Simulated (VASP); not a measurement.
## GaF: single point with PBE

GaF:

```
Ga F
1.0
     0.00000    2.57696    2.57696
     2.57696    0.00000    2.57696
     2.57696    2.57696    0.00000
Ga F
1 1
Direct
  0.25000 0.25000 0.25000
  0.00000 0.00000 0.00000
```

```yaml
Program: VASP 6.6.1
Task: single point
Functional: PBE
Potentials_or_basis: VASP PAW PBE potentials, release 64 (Ga_d, F)
Cutoff: 600 eV
k_mesh: 9 × 9 × 9
Occupations: gaussian, width 0.018 eV
Spin: no spin polarisation
Dipole_correction: no
Further_INCAR_settings: ALGO = Normal; EDIFF = 1e-06; NBANDS = 17
```

* Pressure: 14.5 GPa
* Band gap on the k mesh: 1.01 eV, direct

Levels at points of the mesh, in eV from the valence-band top:
```
           k point  band 6  band 7  band 8  band 9  band 10  band 11  band 12  band 13  band 14  band 15
(0.00, 0.00, 0.00)  -14.39   -5.57   -5.57   -5.57    -5.38     6.68     6.68     6.68    11.26    14.02
```

Run time: 57 s on 1 thread of AMD EPYC 7R13, on a shared host, peak memory 0.15 GiB.

A k mesh can miss the band edges. Expect the measured gap to be larger: semilocal functionals such as PBE lack the derivative discontinuity.
